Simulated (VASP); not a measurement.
Crystal: BN.

```
CELL_PARAMETERS angstrom
0.00000 1.88568 1.76935
1.88568 0.00000 1.76935
1.88568 1.88568 0.00000
ATOMIC_POSITIONS crystal
B 0.00000 0.00000 0.00000
N 0.25000 0.25000 0.25000
```

This cell differs from its parent crystal: epitaxial xy strain +4.5%.

Base run:

- Program: VASP 6.6.1
- Functional: r2SCAN
- Potentials or basis: VASP PAW PBE potentials, release 64 (B, N)
- Cutoff: 520 eV
- k mesh: 12 × 12 × 12
- Occupations: gaussian, width 0.01 eV
- Spin: no spin polarisation

Its results: band gap on the k mesh 3.87 eV, indirect (least direct gap 8.59 eV); pressure -22.6 GPa.

The run is repeated on the same cell with these changes: functional from r2SCAN to PBE; occupations from gaussian, width 0.01 eV to fermi-dirac, width 0.02 eV. What comes out?

Band gap on the k mesh 3.39 eV, indirect (least direct gap 7.90 eV); pressure -18.5 GPa.

Caveats: the PAW data sets were made with another functional, which shifts forces and pressure a little (some runs).

A k mesh can miss the band edges.
